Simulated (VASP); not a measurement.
Wanted: the native input for a VASP 6.6.1 run.

| Quantity | Value |
| --- | --- |
| Task | single point |
| Functional | LDA |
| Potentials or basis | VASP PAW LDA potentials, release 64 (Bi_d, Te) |
| Cutoff | 520 eV |
| k mesh | 7 × 7 × 7 |
| Occupations | fermi-dirac, width 0.15 eV |
| Spin | no spin polarisation |
| Dipole correction | no |
| Further INCAR settings | ALGO = Normal; EDIFF = 1e-06; NBANDS = 18 |

The structure of BiTe lies in POSCAR:

```
BiTe
1.0
    2.4227077700      1.3987509800      3.3172919500
   -2.4227077700      1.3987509800      3.3172919500
    0.0000000000     -2.7975019700      3.3172919500
Bi Te
1 1
Direct
    0.5023830796      0.5023830796      0.4952338424
    0.0000000000      0.0000000000      0.0000000000
```

The input as run:

INCAR

```
PREC = Accurate ; ENCUT = 520
EDIFF = 1E-6 ; ISMEAR = -1
SIGMA = 0.15 ; LREAL = F
LASPH = T ; NELM = 60
ALGO = Normal ; ISIF = 2
LWAVE = F ; LCHARG = F
GGA = CA ; NBANDS = 18
```

KPOINTS

```
regular mesh
0
Gamma
  7 7 7
```

Potentials or basis: VASP PAW LDA potentials, release 64 (Bi_d, Te).

The run is started by

```sh
$ cat potpaw_LDA.64/Bi_d/POTCAR potpaw_LDA.64/Te/POTCAR > POTCAR
$ mpirun -np 1 vasp_std > vasp.out
```

It gave:

```yaml
Pressure: -3.3 GPa
Largest_force: 0.031 eV/Å
```

Run time: 50 s on 1 thread of AMD EPYC 9R14 (Zen 4) (shared host), peak memory 0.21 GiB.
